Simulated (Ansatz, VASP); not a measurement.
FeS2: VASP beside Ansatz

Contents of INCAR:

```
ALGO = Normal
EDIFF = 1E-7
EDIFFG = -0.008
ENCUT = 520
GGA = PS
GGA_COMPAT = F
IBRION = 2
ISIF = 2
ISMEAR = 0
KPAR = 4
LASPH = T
LCHARG = F
LREAL = F
LWAVE = F
NELM = 120
NELMIN = 4
NSW = 60
PREC = Accurate
SIGMA = 0.02
```

Contents of KPOINTS:

```
k-points
0
Gamma
  6 6 8
```

POSCAR

```
FeS2
1.0
    4.3674117449      0.0000000000      0.0000000000
    0.0000000000      5.3331402397      0.0000000000
    0.0000000000      0.0000000000      3.3109760508
Fe S
2 4
Direct
    0.5000000000      0.5000000000      0.5000000000
    0.0000000000      0.0000000000      0.0000000000
    0.2928643982      0.8744129759      0.5000000000
    0.7071356018      0.1255870241      0.5000000000
    0.2071356018      0.3744129759      0.0000000000
    0.7928643982      0.6255870241      0.0000000000
```

Input for Ansatz:

```yaml
crystal:
  lattice:
    - [4.3674117449, 0.0, 0.0]
    - [0.0, 5.3331402397, 0.0]
    - [0.0, 0.0, 3.3109760508]
  atoms:
    - { symbol: Fe, position: [0.5, 0.5, 0.5] }
    - { symbol: Fe, position: [0.0, 0.0, 0.0] }
    - { symbol: S, position: [0.2928643982, 0.8744129759, 0.5] }
    - { symbol: S, position: [0.7071356018, 0.1255870241, 0.5] }
    - { symbol: S, position: [0.2071356018, 0.3744129759, 0.0] }
    - { symbol: S, position: [0.7928643982, 0.6255870241, 0.0] }
basis:
  ecutwfc: 420
kpoints:
  mp_grid: { grid: [6, 6, 8] }
hamiltonian:
  xc: pbesol
scf:
  occupations: { method: gaussian, width: 0.02 }
output:
  forces: true
  stress: true
  eigenvalues: true
  write_density: true
  write_potential: true
  elf: true
  volumetric_format: npy
relax:
  adjacent_minimum: "off"
  f_tol: 0.008
  max_steps: 40
```

Change from the starting cell: strain along c alone, the other axes held, atoms relaxed: -1.0 %.

Alike in both runs: task relaxation of the atoms; functional PBEsol; k mesh 6 × 6 × 8; occupations gaussian, width 0.02 eV; no spin polarisation.

```csv
,VASP,Ansatz
version,VASP 6.6.1,Ansatz 0.2.0
potentials or method,"VASP PAW PBE potentials, release 64 (Fe, S), cutoff 520 eV","scalar-relativistic, plane waves, PAW"
valence electrons in the cell,40,56
```

VASP gave:

```
gap on the k mesh at the Fermi level, each at its own relaxed structure (eV) : 0.93
```

Problem. What did Ansatz give for the same quantities?

Solution. gap on the k mesh at the Fermi level, each at its own relaxed structure (eV): 0.96.

VASP's potentials were made for PBE, not for PBEsol. VASP's potentials hold 40 valence electrons a cell and Ansatz's 56, so a difference there can come from the potentials and not from the codes. Ansatz's warnings: stress scf threshold loose.
